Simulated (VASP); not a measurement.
Input of a VASP 6.6.1 run:

Contents of INCAR:

```
PREC = Accurate
ENCUT = 1330
EDIFF = 1E-6
ISMEAR = 0
SIGMA = 0.15
LREAL = False
LASPH = True
NELM = 120
ALGO = Normal
ISIF = 2
LWAVE = False
LCHARG = True
GGA = PE
LELF = True
LVHAR = True
NBANDS = 51
GGA_COMPAT = False
```

The input KPOINTS:

```
Automatic mesh
0
Gamma
  3 3 2
```

File POSCAR:

```
AlIn3Sb2N2
1.0
    5.4730912723      0.0000000000      0.0000000000
   -2.7365456362      4.7398360791      0.0000000000
    0.0000000000      0.0000000000      8.2187363579
Al In Sb N
1 3 2 2
Direct
    0.3333333333      0.6666666667      0.0000000000
    0.3333333333      0.6666666667      0.6730766379
    0.3333333333      0.6666666667      0.3269233621
    0.0000000000      0.0000000000      0.0000000000
    0.6666666667      0.3333333333      0.6776714477
    0.6666666667      0.3333333333      0.3223285523
    0.0000000000      0.0000000000      0.5679481088
    0.0000000000      0.0000000000      0.4320518912
```

Potentials or basis: VASP PAW PBE potentials, release 64 (Al, In_d, Sb_d_GW, N_h).

Command:

```console
$ cat potpaw_PBE.64/Al/POTCAR potpaw_PBE.64/In_d/POTCAR potpaw_PBE.64/Sb_d_GW/POTCAR potpaw_PBE.64/N_h/POTCAR > POTCAR
$ mpirun -np 1 vasp_std > vasp.out
```

(1) What does it give for the band gap on the k mesh?

(2) Predict the largest force.

Results:

(1) zero (bands 41 and 42 overlap by 0.75 eV).

(2) 0.076 eV/Å.

Caveat: the k points lie up to 0.44 Å⁻¹ apart, too coarse for converged energies and pressures of a metal; semilocal functionals underestimate gaps, and a narrow one can read as zero; spin-orbit coupling is left out, which moves the levels of the heavy elements.
